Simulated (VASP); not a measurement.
The system is B2P.

```
B P
1.0
     3.07978    0.00000    0.00000
     0.22805    3.69234    0.00000
     0.88270    1.49288    4.26702
B P
4 2
Direct
  0.28051 0.28177 0.81850
  0.79353 0.52227 0.67176
  0.20647 0.47773 0.32824
  0.71949 0.71823 0.18150
  0.87163 0.98032 0.75437
  0.12837 0.01968 0.24563
```

The cell was generated, and may not be a known phase.

```yaml
Program: VASP 6.6.1
Task: relaxation of cell and atoms
Functional: PBE
Potentials_or_basis: VASP PAW PBE potentials, release 64 (B, P)
Cutoff: 600 eV
k_mesh: 6 × 6 × 4
Occupations: gaussian, width 0.1 eV
Spin: no spin polarisation
```

At the start: pressure 42.5 GPa; volume 8.09 Å³/atom.

How do energy, volume and symmetry change on relaxing?

Over 21 steps the energy falls by 828.9 meV/atom and the volume is 10.04 Å³/atom (+24.1 %); space group P-1 (No. 2, to 0.1 Å) before, C2/m (No. 12, to 0.1 Å).

Step by step:
```
step  energy change (eV)  largest force (eV/Å)  pressure (GPa)  volume (Å³)
   1              0.0000                2.9443           42.50        48.52
   2             -2.2122                1.7095          -13.60        64.88
   3             -2.3121                1.8984           -6.99        60.81
   4             -3.0395                1.1865           -2.28        59.40
   5             -3.1007                1.2599            0.44        58.86
   6             -3.6822                0.8868            3.04        58.39
   7             -4.1314                1.2075           10.31        57.48
   8             -4.4245                1.1348            6.95        58.49
   9             -4.7034                1.1573            0.26        60.46
  10             -4.7966                0.9307           -0.20        60.47
  11             -4.8802                0.5256           -0.67        60.47
  12             -4.8805                0.5144           -0.68        60.47
  13             -4.9038                0.4049           -0.25        60.29
  14             -4.9276                0.2859            1.10        59.83
  15             -4.9475                0.1814            0.72        59.99
  16             -4.9603                0.1742            0.26        60.23
  17             -4.9696                0.0952           -0.28        60.39
  18             -4.9714                0.1005           -0.65        60.49
  19             -4.9728                0.0560            0.08        60.23
  20             -4.9728                0.0538            0.13        60.21
  21             -4.9731                0.0355            0.07        60.22
```

Final structure:
```yaml
crystal:
  lattice:
    - [3.01906, -0.08601, 0.22298]
    - [0.11037, 3.64037, -0.06199]
    - [1.14653, 1.33492, 5.53319]
  atoms:
    - { symbol: B, position: [0.34447, 0.23009, 0.80840] }
    - { symbol: B, position: [0.91975, 0.45658, 0.65689] }
    - { symbol: B, position: [0.08025, 0.54342, 0.34311] }
    - { symbol: B, position: [0.65553, 0.76991, 0.19160] }
    - { symbol: P, position: [0.83613, 0.86422, 0.82632] }
    - { symbol: P, position: [0.16388, 0.13578, 0.17368] }
```

Caveat: the k points lie up to 0.36 Å⁻¹ apart in the final cell, too coarse for converged energies and pressures of a metal; the volume moved by over 15 % at a fixed basis, so the end points are rough.
